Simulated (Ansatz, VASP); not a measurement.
## SiC3: VASP beside Ansatz

The input INCAR:

```
ALGO = Normal
EDIFF = 1E-6
ENCUT = 520
GGA = PE
ISIF = 2
ISMEAR = 0
LASPH = True
LCHARG = False
LREAL = False
LWAVE = False
NBANDS = 16
NELM = 100
PREC = Accurate
SIGMA = 0.01
```

File KPOINTS:

```
k-points
0
Gamma
  8 8 6
```

Contents of POSCAR:

```
SiC3
1.0
    2.7743181538      0.0000000000      0.0000000000
    0.0000000000      2.7743181538      0.0000000000
    0.0000000000      0.0000000000      4.0704990403
C Si
3 1
Direct
    0.5000000000      0.0000000000      0.7880665833
    0.5000000000      0.5000000000      0.0000000000
    0.0000000000      0.5000000000      0.2119334167
    0.0000000000      0.0000000000      0.5000000000
```

Input for Ansatz:

```yaml
crystal:
  lattice:
    - [2.7743181538, 0.0, 0.0]
    - [0.0, 2.7743181538, 0.0]
    - [0.0, 0.0, 4.0704990403]
  atoms:
    - { symbol: C, position: [0.5, 0.0, 0.7880665833] }
    - { symbol: C, position: [0.5, 0.5, 0.0] }
    - { symbol: C, position: [0.0, 0.5, 0.2119334167] }
    - { symbol: Si, position: [0.0, 0.0, 0.5] }
kpoints:
  mp_grid: { grid: [8, 8, 6] }
hamiltonian:
  xc: pbe
scf:
  occupations: { method: fixed }
  n_extra_bands: 5
output:
  forces: true
  stress: true
  eigenvalues: true
```

Alike in both runs: task single point; functional PBE; k mesh 8 × 8 × 6; no spin polarisation.

```csv
,VASP,Ansatz
version,VASP 6.6.1,Ansatz 0.2.0
potentials or method,"VASP PAW PBE potentials, release 64 (C, Si)","plane waves, PAW"
plane-wave cutoff (eV),520,420
occupations,"gaussian, width 0.01 eV",fixed
valence electrons in the cell,16,16
```

|  | VASP | Ansatz | Ansatz less VASP |
| --- | --- | --- | --- |
| gap on the k mesh at the Fermi level (eV) | 1.44 | 1.45 | +0.004 |
| pressure (GPa) | 9.2 | 9.1 | -0.03 |
| traceless stress, the component that is largest in VASP (GPa) | 0.67 | 0.74 | +0.075 |
| rms of the force components (eV/Å) | 0.054 | 0.062 | +0.0079 |

Atom by atom the forces differ by 0.008 eV/Å (rms over components).
